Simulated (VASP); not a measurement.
Write the native input for VASP 6.6.1 that does the following.

```yaml
Task: single point
Functional: PBE
Potentials_or_basis: VASP PAW PBE potentials, release 64 (Sn_d, Mn_pv)
Cutoff: 520 eV
k_mesh: 6 × 6 × 6
Occupations: gaussian, width 0.1 eV
Spin: collinear spin, ferromagnetic start
Starting_moments: "[0.0, 0.0, 0.0, 4.07] μB"
Dipole_correction: no
Further_INCAR_settings: ALGO = Normal; EDIFF = 1e-06; NBANDS = 40
```

The structure of MnSn3 lies in POSCAR:

```
MnSn3
1.0
    4.5932940713      0.0000000000      0.0000000000
    0.0000000000      4.5932940713      0.0000000000
    0.0000000000      0.0000000000      4.5932940713
Sn Mn
3 1
Direct
    0.0000000000      0.5000000000      0.5000000000
    0.5000000000      0.0000000000      0.5000000000
    0.5000000000      0.5000000000      0.0000000000
    0.0000000000      0.0000000000      0.0000000000
```

One way to write it, as run:

INCAR

```
SYSTEM = MnSn3
ALGO = Normal
EDIFF = 1E-6
ENCUT = 520
GGA = PE
ISIF = 2
ISMEAR = 0
ISPIN = 2
LASPH = .True.
LCHARG = .False.
LMAXMIX = 4
LORBIT = 11
LREAL = .False.
LWAVE = .False.
MAGMOM = 0 0 0 4.07
NBANDS = 40
NELM = 150
PREC = Accurate
SIGMA = 0.1
```

KPOINTS

```
k-points
0
Gamma
  6 6 6
  0 0 0
```

Potentials or basis: VASP PAW PBE potentials, release 64 (Sn_d, Mn_pv).

Launch:

```console
$ cat potpaw_PBE.64/Sn_d/POTCAR potpaw_PBE.64/Mn_pv/POTCAR > POTCAR
$ mpirun -np 1 vasp_std > vasp.out
```

Results of the run:

* Pressure: 0.1 GPa
* Net moment: 4.12 μB per cell
* Site moments: Sn -0.03; Mn +3.99 μB
* Valence electrons inside the program's atomic spheres: Sn 12.21; Mn 11.32

It took 90 s on 1 thread of Intel(R) Xeon(R) Platinum 8559C (Emerald Rapids), with other jobs on the host, peak memory 0.3 GiB.
